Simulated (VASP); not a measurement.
# PbS (Pnma) in VASP: single point with r2SCAN

Aim: the single point of PbS with r2SCAN.

Everything below comes from runs of VASP 6.6.1. Logs are shortened: lines on timing, memory, paths and dates and some standing lists are left out, and cuts for length are marked.

### Step 1. The cell of the first run

The typed cell holds 8 atoms: a = 8.397 Å, b = 4.199 Å, c = 5.955 Å, α = 90.00°, β = 90.00°, γ = 90.00°.

### Step 2. Single point, r2SCAN

POSCAR reads:

```
PbS
1.0
    8.3969062019      0.0000000000      0.0000000000
    0.0000000000      4.1985378032      0.0000000000
    0.0000000000      0.0000000000      5.9549033781
Pb S
4 4
Direct
    0.1248374606      0.7500000000      0.7501601666
    0.6248374606      0.7500000000      0.7498398334
    0.8751625394      0.2500000000      0.2498398334
    0.3751625394      0.2500000000      0.2501601666
    0.8753330558      0.2500000000      0.7502173291
    0.3753330558      0.2500000000      0.7497826709
    0.1246669442      0.7500000000      0.2497826709
    0.6246669442      0.7500000000      0.2502173291
```

INCAR.step1 reads:

```
SYSTEM = PbS
ALGO = Normal ; EDIFF = 1E-4
ENCUT = 520 ; GGA = PE
ISMEAR = 0 ; LASPH = .True.
LCHARG = .False. ; LREAL = .False.
LWAVE = .True. ; NBANDS = 50
NELM = 100 ; PREC = Accurate
SIGMA = 0.01
```

INCAR.step2 reads:

```
SYSTEM = PbS
ALGO = Normal ; EDIFF = 1E-7
ENCUT = 520 ; ISIF = 2
ISMEAR = 0 ; ISTART = 1
LASPH = .True. ; LCHARG = .True.
LELF = .True. ; LMIXTAU = .True.
LREAL = .False. ; LVHAR = .True.
LWAVE = .False. ; METAGGA = R2SCAN
NBANDS = 50 ; NELM = 100
PREC = Accurate ; SIGMA = 0.01
```

KPOINTS reads:

```
k-points
0
Gamma
  4 6 4
  0 0 0
```

Potentials or basis: VASP PAW PBE potentials, release 64 (Pb_d, S).

The run is started by

```
$ cat potpaw_PBE.64/Pb_d/POTCAR potpaw_PBE.64/S/POTCAR > POTCAR
$ cp INCAR.step1 INCAR
$ mpirun -np 1 vasp_std > vasp.out
$ cp INCAR.step2 INCAR
$ mpirun -np 1 vasp_std > vasp.out
```

OUTCAR:

```text
SYSTEM = PbS
   EDIFF = 1E-7
   ENCUT = 520
   ISIF = 2
   ISMEAR = 0
   ISTART = 1
   LASPH = .True.
   LREAL = .False.
   METAGGA = R2SCAN
   NELM = 100
   PREC = Accurate

 ion  position               nearest neighbor table
   1  0.125  0.750  0.750-   5 2.97   5 2.97   6 2.97   6 2.97   7 2.98   7 2.98
   2  0.625  0.750  0.750-   6 2.97   6 2.97   5 2.97   5 2.97   8 2.98   8 2.98
   3  0.875  0.250  0.250-   7 2.97   7 2.97   8 2.97   8 2.97   5 2.98   5 2.98
   4  0.375  0.250  0.250-   8 2.97   8 2.97   7 2.97   7 2.97   6 2.98   6 2.98
   5  0.875  0.250  0.750-   1 2.97   1 2.97   2 2.97   2 2.97   3 2.98   3 2.98
   6  0.375  0.250  0.750-   2 2.97   2 2.97   1 2.97   1 2.97   4 2.98   4 2.98
   7  0.125  0.750  0.250-   3 2.97   3 2.97   4 2.97   4 2.97   1 2.98   1 2.98
   8  0.625  0.750  0.250-   4 2.97   4 2.97   3 2.97   3 2.97   2 2.98   2 2.98

  LATTYP: Found a simple orthorhombic cell.
 ALAT       =     4.1985378032
 B/A-ratio  =     1.4183279173
 C/A-ratio  =     1.9999596515

  Lattice vectors:

 A1 = (   0.0000000000,   4.1985378032,   0.0000000000)
 A2 = (   0.0000000000,   0.0000000000,   5.9549033781)
 A3 = (   8.3969062019,   0.0000000000,   0.0000000000)

Analysis of symmetry for initial positions (statically):
=====================================================================
 Subroutine PRICEL returns:
 Original cell was already a primitive cell.

 Routine SETGRP: Setting up the symmetry group for a
 simple orthorhombic supercell.

 Subroutine GETGRP returns: Found  8 space group operations
 (whereof  2 operations were pure point group operations)
 out of a pool of  8 trial point group operations.

The static configuration has the point symmetry S_2 .
 The point group associated with its full space group is D_2h.

Analysis of symmetry for dynamics (positions and initial velocities):
=====================================================================
 Subroutine PRICEL returns:
 Original cell was already a primitive cell.

 Routine SETGRP: Setting up the symmetry group for a
 simple orthorhombic supercell.

 Subroutine GETGRP returns: Found  8 space group operations
 (whereof  2 operations were pure point group operations)
 out of a pool of  8 trial point group operations.

The dynamic configuration has the point symmetry S_2 .
 The point group associated with its full space group is D_2h.

 Subroutine INISYM returns: Found  8 space group operations
 (whereof  2 operations are pure point group operations),
 and found     1 'primitive' translations

----------------------------------------------------------------------------------------

                                     Primitive cell

  volume of cell :     209.9385

  direct lattice vectors                    reciprocal lattice vectors
     8.396906202  0.000000000  0.000000000     0.119091482  0.000000000  0.000000000
     0.000000000  4.198537803  0.000000000     0.000000000  0.238178158  0.000000000
     0.000000000  0.000000000  5.954903378     0.000000000  0.000000000  0.167928837

  length of vectors
     8.396906202  4.198537803  5.954903378     0.119091482  0.238178158  0.167928837

  position of ions in fractional coordinates (direct lattice)
     0.124837461  0.750000000  0.750160167
     0.624837461  0.750000000  0.749839833
     0.875162539  0.250000000  0.249839833
     0.375162539  0.250000000  0.250160167
     0.875333056  0.250000000  0.750217329
     0.375333056  0.250000000  0.749782671
     0.124666944  0.750000000  0.249782671
     0.624666944  0.750000000  0.250217329

  ion indices of the primitive-cell ions
   primitive index   ion index
                 1           1
                 2           2
                 3           3
                 4           4
                 5           5
                 6           6
                 7           7
                 8           8

----------------------------------------------------------------------------------------

 KPOINTS: k-points

Automatic generation of k-mesh.
 Grid dimensions read from file:
 generate k-points for:    4    6    4

 Generating k-lattice:

  Cartesian coordinates                     Fractional coordinates (reciprocal lattice)
     0.029772870  0.000000000  0.000000000     0.250000000  0.000000000  0.000000000
     0.000000000  0.039696360  0.000000000     0.000000000  0.166666667  0.000000000
     0.000000000  0.000000000  0.041982209     0.000000000  0.000000000  0.250000000

  Length of vectors
     0.029772870  0.039696360  0.041982209

  Shift w.r.t. Gamma in fractional coordinates (k-lattice)
     0.000000000  0.000000000  0.000000000

 Subroutine IBZKPT returns following result:
 ===========================================

 Found     36 irreducible k-points:

 Following reciprocal coordinates:
            Coordinates               Weight
  0.000000  0.000000  0.000000      1.000000
  0.250000  0.000000  0.000000      2.000000
  0.500000  0.000000  0.000000      1.000000
  0.000000  0.166667  0.000000      2.000000
  0.250000  0.166667  0.000000      4.000000
  0.500000  0.166667  0.000000      2.000000
[... 16 lines left out ...]
  0.250000  0.500000  0.250000      4.000000
  0.500000  0.500000  0.250000      2.000000
 [... further k-points ...]
   k-points           NKPTS =     36   k-points in BZ     NKDIM =     36   number of bands    NBANDS=     50
   number of dos      NEDOS =    301   number of ions     NIONS =      8
   total plane-waves  NPLWV =  98304
   dimension x,y,z NGX =    64 NGY =   32 NGZ =   48
   dimension x,y,z NGXF=   128 NGYF=   64 NGZF=   96
   ions per type =               4   4
   NGX,Y,Z   is equivalent  to a cutoff of  12.67, 12.67, 13.40 a.u.
   NGXF,Y,Z  is equivalent  to a cutoff of  25.34, 25.34, 26.80 a.u.
 SYSTEM =  PbS
   PREC   = accura    normal or accurate (medium, high low for compatibility)
   ISTART =      1    job   : 0-new  1-cont  2-samecut
   ICHARG =      0    charge: 1-file 2-atom 10-const
   ISPIN  =      1    spin polarized calculation?
   LNONCOLLINEAR =      F non collinear calculations
   LSORBIT =      F    spin-orbit coupling
   LASPH  =      T    aspherical Exc in radial PAW
   ENCUT  =  520.0 eV  38.22 Ry    6.18 a.u.  15.61  7.81 11.07*2*pi/ulx,y,z
   NELM   =    100;   NELMIN=  2; NELMDL=  0     # of ELM steps
   EDIFF  = 0.1E-06   stopping-criterion for ELM
   LREAL  =      F    real-space projection
   EDIFFG = 0.1E-05   stopping-criterion for IOM
   NSW    =      0    number of steps for IOM
   IBRION =     -1    ionic relax: 0-MD 1-quasi-New 2-CG
   NFREE  =      0    steps in history (QN), initial steepest desc. (CG)
   ISIF   =      2    stress and relaxation
   ISYM   =      2    0-nonsym 1-usesym 2-fastsym
   POTIM  = 0.5000    time-step for ionic-motion
   TEBEG  =    0.0;   TEEND  =   0.0 temperature during run
   PSTRESS=    0.0 pullay stress
   NELECT =      80.0000    total number of electrons
   NUPDOWN=      -1.0000    fix difference up-down
   EMIN   =  10.00;   EMAX   =-10.00  energy-range for DOS
   EFERMI =   0.00;   METHOD = LEGACY
   ISMEAR =     0;   SIGMA  =   0.01  broadening in eV -4-tet -1-fermi 0-gaus
   EFERMI_NEDOS =   21; number of points for ismear=-14 and -15
   IALGO  =     38    algorithm
   IMIX   =      4    mixing-type and parameters
     AMIX     =   0.40;   BMIX     =  1.00
     AMIX_MAG =   1.60;   BMIX_MAG =  1.00
  volume/ion in A,a.u.               =      26.24       177.09
  Fermi-wavevector in a.u.,A,eV,Ry     =   1.186882  2.242881 19.166369  1.408688
  Thomas-Fermi vector in A             =   2.323045
   LORBIT       =      0    0 simple, 1 ext, 2 COOP (PROOUT), +10 PAW based schemes
   METAGGA = R2SCAN    functional components
   LHFCALC =     F    Hartree Fock is set to
   AEXX    =    0.0000 exact exchange contribution
   IVDW    =     0    specifies the selected vdW correction
   LEPSILON=     F    determine dielectric tensor
   LRPA    =     F    only Hartree local field effects (RPA)
 non-spin polarized calculation
 Gauss-broadening in eV      SIGMA  =   0.01
  energy-cutoff  :      520.00
  volume of cell :      209.94
 maximum number of plane-waves:      5688
 NGX is ok and might be reduce to    64
   NGX = 31   NGY = 15   NGZ = 23

 number of electron      79.9999990 magnetization

 Free energy of the ion-electron system (eV)
  ---------------------------------------------------
  ext. energy  EPLUGINS =         0.00000000
  ---------------------------------------------------
  free energy    TOTEN  =      -262.41679541 eV

  energy without entropy =     -262.41679541  energy(sigma->0) =     -262.41679541

 E-fermi :   5.6719     XC(G=0): -10.2242

 val. band max:        5.6234114787   @ k =   0.0000   0.5000   0.5000
 cond. band min:       6.2670590388   @ k =   0.0000   0.0000   0.5000
 fundamental gap:      0.6436475601
 Fermi energy:         5.6718908577

 k-point     1 :       0.0000    0.0000    0.0000
  band No.  band energies     occupation
      1     -11.9717      2.00000
      2     -11.8567      2.00000
      3     -11.8556      2.00000
      4     -11.8415      2.00000
      5     -11.8199      2.00000
      6     -11.8198      2.00000
[... 42 lines left out ...]
     49      11.1858      0.00000
     50      11.1863      0.00000

 k-point     2 :       0.2500    0.0000    0.0000
  band No.  band energies     occupation
      1     -11.9595      2.00000
      2     -11.8901      2.00000
      3     -11.8355      2.00000
      4     -11.8320      2.00000
      5     -11.8198      2.00000
      6     -11.8195      2.00000
[... 42 lines left out ...]
     49      10.5442      0.00000
     50      10.8085      0.00000

 k-point     3 :       0.5000    0.0000    0.0000
  band No.  band energies     occupation
      1     -11.9283      2.00000
      2     -11.9283      2.00000
      3     -11.8198      2.00000
      4     -11.8198      2.00000
      5     -11.8186      2.00000
      6     -11.8186      2.00000
[... 1102 lines left out ...]
     49      10.2980      0.00000
     50      10.2980      0.00000

 k-point    24 :       0.5000    0.5000    0.2500
  band No.  band energies     occupation
      1     -11.8994      2.00000
      2     -11.8994      2.00000
      3     -11.8994      2.00000
      4     -11.8994      2.00000
      5     -11.8211      2.00000
      6     -11.8211      2.00000
[... 42 lines left out ...]
     49      10.2418      0.00000
     50      10.2418      0.00000

 [... further k-points ...]
[... 5 lines left out ...]
  --------------------------------------------------------------------------------------
  -------------------------------------------------------------------------------------
  Total        1.2676413      1.2672956      1.2586500      0.0000000      0.0000000      0.0000000
  in kB        9.6741955      9.6715576      9.6055775      0.0000000      0.0000000      0.0000000
  external PRESSURE =       9.6504435 kB  Pullay stress =       0.0000000 kB

 VOLUME and BASIS-vectors are now :
 -----------------------------------------------------------------------------
  energy-cutoff  :      520.00
  volume of cell :      209.94
      direct lattice vectors                 reciprocal lattice vectors
     8.396906202  0.000000000  0.000000000     0.119091482  0.000000000  0.000000000
     0.000000000  4.198537803  0.000000000     0.000000000  0.238178158  0.000000000
     0.000000000  0.000000000  5.954903378     0.000000000  0.000000000  0.167928837

 POSITION                                       TOTAL-FORCE (eV/Angst)
 -----------------------------------------------------------------------------------
      1.04825      3.14890      4.46713         0.002006     -0.000000     -0.001928
      5.24670      3.14890      4.46522         0.002006      0.000000      0.001928
      7.34866      1.04963      1.48777        -0.002006     -0.000000      0.001928
      3.15020      1.04963      1.48968        -0.002006      0.000000     -0.001928
      7.35009      1.04963      4.46747        -0.002183      0.000000     -0.001884
      3.15164      1.04963      4.46488        -0.002183      0.000000      0.001884
      1.04682      3.14890      1.48743         0.002183      0.000000      0.001884
      5.24527      3.14890      1.49002         0.002183      0.000000     -0.001884
 -----------------------------------------------------------------------------------
    total drift:                               -0.000000      0.000000      0.000000

  FREE ENERGIE OF THE ION-ELECTRON SYSTEM (eV)
  ---------------------------------------------------
  free  energy   TOTEN  =      -262.4167954079 eV

  energy  without entropy=     -262.4167954079  energy(sigma->0) =     -262.41679541
```

Run time: 39 min. Hardware: 1 thread of AMD EPYC 7R13, shared host; peak memory 0.49 GiB.

What came out:

```
Free energy            : -262.4168 eV
Pressure               : 1.0 GPa
Band gap on the k mesh : 0.64 eV
```

Forces in eV/Å, atoms in the order of the input:
```
Pb   0.002  0.000 -0.002
Pb   0.002  0.000  0.002
Pb  -0.002  0.000  0.002
Pb  -0.002  0.000 -0.002
S   -0.002  0.000 -0.002
S   -0.002  0.000  0.002
S    0.002  0.000  0.002
S    0.002  0.000 -0.002
```

Levels at points of the mesh, in eV from the valence-band top:
```
           k point  band 36  band 37  band 38  band 39  band 40  band 41  band 42  band 43  band 44  band 45
(0.00, 0.00, 0.00)    -2.28    -2.02    -2.01    -0.80    -0.80     1.70     1.70     2.66     2.68     4.18
(0.50, 0.00, 0.00)    -2.53    -1.99    -1.99    -1.26    -1.26     2.97     2.97     3.62     3.62     3.63
(0.00, 0.50, 0.00)    -3.56    -2.01    -2.01    -0.80    -0.80     1.70     1.70     2.67     2.67     4.17
(0.50, 0.50, 0.00)    -3.70    -2.30    -2.30    -2.30    -2.30     3.73     3.73     3.73     3.73     4.45
(0.00, 0.00, 0.50)    -1.90    -1.80    -1.80     0.00     0.00     0.64     0.64     2.19     2.19     2.20
(0.50, 0.00, 0.50)    -2.45    -1.13    -1.13    -1.12    -1.12     1.86     1.86     1.87     1.87     3.44
(0.00, 0.50, 0.50)    -1.90    -1.12    -1.12     0.00     0.00     0.64     0.64     2.19     2.19     2.21
(0.50, 0.50, 0.50)    -3.11    -1.06    -1.06    -1.06    -1.06     1.81     1.81     1.81     1.81     3.69
```

Caveat: the PAW data sets were made with another functional, which shifts forces and pressure a little; spin-orbit coupling is left out, which moves the levels of the heavy elements. A k mesh can miss the band edges.
